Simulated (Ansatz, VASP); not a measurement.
**Ga in VASP and in Ansatz**

```xyz
4
Lattice="2.2765 -3.8559 0.0000 2.2765 3.8559 0.0000 0.0000 0.0000 4.5540" Properties=species:S:1:pos:R:3 pbc="T T T"
Ga    2.2765    1.1945    1.9081
Ga    2.2765    2.6613    4.1851
Ga    2.2765   -1.1945    2.6459
Ga    2.2765   -2.6613    0.3689
```

Change from the starting cell: volume scaled by 1.02.

Alike in both runs: task single point; functional LDA; k mesh 7 × 7 × 6; occupations fermi-dirac, width 0.05 eV; no spin polarisation.

|  | VASP | Ansatz |
| --- | --- | --- |
| version | VASP 6.6.1 | Ansatz 0.2.0 |
| potentials or method | VASP PAW LDA potentials, release 64 (Ga_d), cutoff 520 eV | all-electron LAPW, scalar-relativistic |

Ansatz gave:

| Item | Value |
| --- | --- |
| gap on the k mesh at the Fermi level (eV) | none |
| pressure (GPa) | -4.5 |
| traceless stress, the component that is largest in VASP (GPa) | -0.61 |
| rms of the force components (eV/Å) | 0.078 |

Problem. What did VASP give for the same quantities?

Solution. gap on the k mesh at the Fermi level (eV): none; pressure (GPa): -4.4; traceless stress, the component that is largest in VASP (GPa): -0.64; rms of the force components (eV/Å): 0.079.

LDA's correlation is that of Perdew and Zunger in VASP and of Perdew and Wang (1992) in Ansatz. Atom by atom the forces differ by 0.002 eV/Å (rms over components). A gap of «none» marks a metal or a gap that the smearing closes. Ansatz ran all-electron here, and VASP with PAW potentials.
